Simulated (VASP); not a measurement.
# Y (I4/mmm) in VASP: further runs, part 2 of 2

VASP 6.6.1. The steps go on from the part before.

**3. Single point, r2SCAN (strain +0.080 along x and y, -0.080 along z)**

Input file POSCAR:

```
Y
1.0
    0.0000000000      2.6838000000      2.2862000000
    2.6838000000      0.0000000000      2.2862000000
    2.6838000000      2.6838000000      0.0000000000
Y
1
Direct
    0.0000000000      0.0000000000      0.0000000000
```

Input file INCAR.step1:

```
SYSTEM = Y
PREC     = Accurate       ! precision mode
ENCUT    = 520            ! plane-wave cutoff, eV
ISMEAR   = 0              ! smearing method
SIGMA    = 0.15           ! smearing width, eV
LREAL    = .False.        ! projectors in reciprocal space
LASPH    = .True.         ! aspherical terms in the spheres
NELM     = 80             ! most SCF steps
NBANDS   = 12             ! bands
GGA      = PE             ! functional
ALGO     = Normal         ! electronic algorithm
EDIFF    = 1E-4           ! SCF threshold, eV
LWAVE    = .True.         ! write WAVECAR
LCHARG   = .False.        ! write CHGCAR
```

Input file INCAR.step2:

```
SYSTEM = Y
PREC     = Accurate       ! precision mode
ENCUT    = 520            ! plane-wave cutoff, eV
EDIFF    = 1E-7           ! SCF threshold, eV
ISMEAR   = 0              ! smearing method
SIGMA    = 0.15           ! smearing width, eV
LREAL    = .False.        ! projectors in reciprocal space
LASPH    = .True.         ! aspherical terms in the spheres
NELM     = 80             ! most SCF steps
ALGO     = Normal         ! electronic algorithm
ISIF     = 2              ! what is computed and relaxed
LWAVE    = .False.        ! write WAVECAR
LCHARG   = .False.        ! write CHGCAR
METAGGA  = R2SCAN         ! meta-GGA
LMIXTAU  = .True.       
NBANDS   = 12             ! bands
ISTART   = 1
```

Input file KPOINTS:

```
Automatic mesh
0
Gamma
  16 16 16
  0 0 0
```

Potentials or basis: VASP PAW PBE potentials, release 64 (Y_sv).

On the command line:

```console
$ cat potpaw_PBE.64/Y_sv/POTCAR > POTCAR
$ cp INCAR.step1 INCAR
$ mpirun -np 1 vasp_std > vasp.out
$ cp INCAR.step2 INCAR
$ mpirun -np 1 vasp_std > vasp.out
```

OUTCAR:

```text
SYSTEM = Y
   PREC = Accurate
   ENCUT = 520
   EDIFF = 1E-7
   ISMEAR = 0
   LREAL = .False.
   LASPH = .True.
   NELM = 80
   ISIF = 2
   METAGGA = R2SCAN
   ISTART = 1

 ion  position               nearest neighbor table
   1  0.000  0.000  0.000-

  LATTYP: Found a body centered tetragonal cell.
 ALAT       =     3.7954663587
 C/A-ratio  =     1.2047004420

  Lattice vectors:

 A1 = (   0.0000000000,  -2.6838000000,  -2.2862000000)
 A2 = (   0.0000000000,   2.6838000000,  -2.2862000000)
 A3 = (   2.6838000000,   0.0000000000,   2.2862000000)

Analysis of symmetry for initial positions (statically):
=====================================================================
 Subroutine PRICEL returns:
 Original cell was already a primitive cell.

 Routine SETGRP: Setting up the symmetry group for a
 body centered tetragonal supercell.

 Subroutine GETGRP returns: Found 16 space group operations
 (whereof 16 operations were pure point group operations)
 out of a pool of 16 trial point group operations.

The static configuration has the point symmetry D_4h.

Analysis of symmetry for dynamics (positions and initial velocities):
=====================================================================
 Subroutine PRICEL returns:
 Original cell was already a primitive cell.

 Routine SETGRP: Setting up the symmetry group for a
 body centered tetragonal supercell.

 Subroutine GETGRP returns: Found 16 space group operations
 (whereof 16 operations were pure point group operations)
 out of a pool of 16 trial point group operations.

The dynamic configuration has the point symmetry D_4h.

 Subroutine INISYM returns: Found 16 space group operations
 (whereof 16 operations are pure point group operations),
 and found     1 'primitive' translations

----------------------------------------------------------------------------------------
[... 116 lines left out ...]
   METAGGA = R2SCAN    functional components
   LHFCALC =     F    Hartree Fock is set to
   AEXX    =    0.0000 exact exchange contribution
   IVDW    =     0    specifies the selected vdW correction
   LEPSILON=     F    determine dielectric tensor
   LRPA    =     F    only Hartree local field effects (RPA)
 non-spin polarized calculation
 Gauss-broadening in eV      SIGMA  =   0.15
  energy-cutoff  :      520.00
  volume of cell :       32.93
 maximum number of plane-waves:       902
 NGX is ok and might be reduce to    28
   NGX = 13   NGY = 13   NGZ = 15

 number of electron      11.0000000 magnetization

 Free energy of the ion-electron system (eV)
  ---------------------------------------------------
  ext. energy  EPLUGINS =         0.00000000
  ---------------------------------------------------
  free energy    TOTEN  =       -20.20761346 eV

  energy without entropy =      -20.18660085  energy(sigma->0) =      -20.19710715

 E-fermi :   3.1152     XC(G=0): -10.0575

 val. band max:        3.1091551534   @ k =   0.5000   0.2500   0.1875
 cond. band min:       3.1389796398   @ k =   0.5000   0.1250   0.2500
 fundamental gap:      0.0298244865
 Fermi energy:         3.1151959213

 k-point     1 :       0.0000    0.0000    0.0000
  band No.  band energies     occupation
      1     -41.1607      2.00000
      2     -20.2096      2.00000
      3     -20.1951      2.00000
      4     -20.1951      2.00000
      5      -1.8822      2.00000
      6       4.9067      0.00000
      7       4.9067      0.00000
      8       5.9605      0.00000
      9       6.2748      0.00000
     10       7.6595      0.00000
     11      12.6788      0.00000
     12      14.8353      0.00000
[... 331 lines left out ...]
 k-point    24 :      -0.0625    0.0625    0.0000
  band No.  band energies     occupation
      1     -41.1547      2.00000
      2     -20.2362      2.00000
      3     -20.2265      2.00000
      4     -20.2041      2.00000
      5      -1.6443      2.00000
      6       4.7343      0.00000
      7       5.0227      0.00000
      8       6.0047      0.00000
      9       6.1110      0.00000
     10       7.4796      0.00000
     11      13.2022      0.00000
     12      14.7531      0.00000

 [... further k-points ...]

------------------------ aborting loop because EDIFF is reached ----------------------------------------

  FORCE on cell =-STRESS in cart. coord.  units (eV):
  Direction    XX          YY          ZZ          XY          YZ          ZX
  --------------------------------------------------------------------------------------
  -------------------------------------------------------------------------------------
  Total       -0.0364013     -0.0364013      0.3264256      0.0000000     -0.0000000     -0.0000000
  in kB       -1.7708563     -1.7708563     15.8799935      0.0000000     -0.0000000     -0.0000000
  external PRESSURE =       4.1127603 kB  Pullay stress =       0.0000000 kB

 VOLUME and BASIS-vectors are now :
 -----------------------------------------------------------------------------
  energy-cutoff  :      520.00
  volume of cell :       32.93
      direct lattice vectors                 reciprocal lattice vectors
     0.000000000  2.683800000  2.286200000    -0.186303003  0.186303003  0.218703526
     2.683800000  0.000000000  2.286200000     0.186303003 -0.186303003  0.218703526
     2.683800000  2.683800000  0.000000000     0.186303003  0.186303003 -0.218703526

 POSITION                                       TOTAL-FORCE (eV/Angst)
 -----------------------------------------------------------------------------------
      0.00000      0.00000      0.00000         0.000000      0.000000      0.000000
 -----------------------------------------------------------------------------------
    total drift:                               -0.000000     -0.000000     -0.000000

  FREE ENERGIE OF THE ION-ELECTRON SYSTEM (eV)
  ---------------------------------------------------
  free  energy   TOTEN  =       -20.2076134570 eV

  energy  without entropy=      -20.1866008467  energy(sigma->0) =      -20.19710715
```

OUTCAR.step1:

```text
SYSTEM = Y
   PREC = Accurate
   ENCUT = 520
   ISMEAR = 0
   LREAL = .False.
   LASPH = .True.
[... 578 lines left out ...]
 POSITION                                       TOTAL-FORCE (eV/Angst)
 -----------------------------------------------------------------------------------
      0.00000      0.00000      0.00000         0.000000     -0.000000      0.000000
 -----------------------------------------------------------------------------------
    total drift:                               -0.000000     -0.000000     -0.000000

  FREE ENERGIE OF THE ION-ELECTRON SYSTEM (eV)
  ---------------------------------------------------
  free  energy   TOTEN  =        -6.3771532280 eV

  energy  without entropy=       -6.3560343361  energy(sigma->0) =       -6.36659378
```

Wall time 4.7 min (1 thread of Intel Xeon 6975P-C (Granite Rapids), shared host); peak memory 0.3 GiB.

What came out:

```yaml
Free_energy: -20.2076 eV
Pressure: 0.4 GPa
Band_gap_on_the_k_mesh: zero (an odd number of electrons rules out a gap without spin polarisation)
```

Stress tensor (GPa, compression positive):
```
-0.18  0.00  0.00
 0.00 -0.18  0.00
 0.00  0.00  1.59
```

Caveat: the cell differs from its parent crystal (strain +0.080 along x and y, -0.080 along z); the PAW data sets were made with another functional, which shifts forces and pressure a little.
